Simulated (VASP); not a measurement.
YbN: single point with LDA+U

YbN:

```xyz
2
Lattice="3.2331 0.0000 0.0000 -1.6166 2.8000 0.0000 0.0000 0.0000 3.1554" Properties=species:S:1:pos:R:3 pbc="T T T"
Yb    0.0000    0.0000    0.0000
N     1.6166    0.9333    1.5777
```

```yaml
Program: VASP 6.6.1
Task: single point
Functional: LDA
Potentials_or_basis: VASP PAW PBE potentials, release 64 (Yb, N)
Cutoff: 520 eV
k_mesh: 7 × 7 × 6
Occupations: gaussian, width 0.05 eV
Spin: collinear spin, zero start
Starting_moments: "[0.0, 0.0] μB"
Fixed_moment: 0 μB
Hubbard_terms: Yb f U = 6.0 eV
Dipole_correction: no
Further_INCAR_settings: ALGO = Normal; EDIFF = 1e-06; NBANDS = 26
```

```
Pressure                                              : -8.1 GPa
Net moment                                            : 0.00 μB per cell
Valence electrons inside the program's atomic spheres : Yb 22.34; N 3.57
```

Stress tensor (GPa, compression positive):
```
 -3.23   0.00   0.00
  0.00  -3.23   0.00
  0.00   0.00 -17.74
```

Eigenvalues of the final occupation matrices:
```tsv
site	spin	trace	eigenvalues
site 1 f	1	6.81	0.96 0.96 0.97 0.97 0.97 0.98 0.99
site 1 f	2	6.81	0.96 0.96 0.97 0.97 0.97 0.98 0.99
```

Wall time 35 s on 1 thread of Intel(R) Xeon(R) Platinum 8488C (Sapphire Rapids), on a shared host, peak memory 0.17 GiB.

Caveat: the PAW data sets were made with another functional, which shifts forces and pressure a little; spin-orbit coupling is left out, which moves the levels of the heavy elements; the total moment is fixed, so each spin has its own Fermi level.
